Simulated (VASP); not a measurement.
AgCl:

```
CELL_PARAMETERS angstrom
0.00000 2.67917 2.67917
2.67917 0.00000 2.67917
2.67917 2.67917 0.00000
ATOMIC_POSITIONS crystal
Ag 0.00000 0.00000 0.00000
Cl 0.50000 0.50000 0.50000
```

Base run:

```yaml
Program: VASP 6.6.1
Functional: PBEsol
Potentials_or_basis: VASP PAW PBE potentials, release 64 (Ag, Cl)
Cutoff: 520 eV
k_mesh: 8 × 8 × 8
Occupations: fermi-dirac, width 0.05 eV
Spin: no spin polarisation
```

Its results: band gap on the k mesh 0.73 eV (least direct gap 3.42 eV); pressure 3.1 GPa.

Question: The run is repeated on the same cell with these changes: functional from PBEsol to LDA; potentials or basis from VASP PAW PBE potentials, release 64 (Ag, Cl) to VASP PAW LDA potentials, release 64 (Ag, Cl). What comes out?

Answer: Band gap on the k mesh 0.65 eV (least direct gap 3.36 eV); pressure -0.1 GPa.

Caveats: the cell stands under pressure (at least some runs); the PAW data sets were made with another functional, which shifts forces and pressure a little (at least some runs).

A k mesh can miss the band edges.
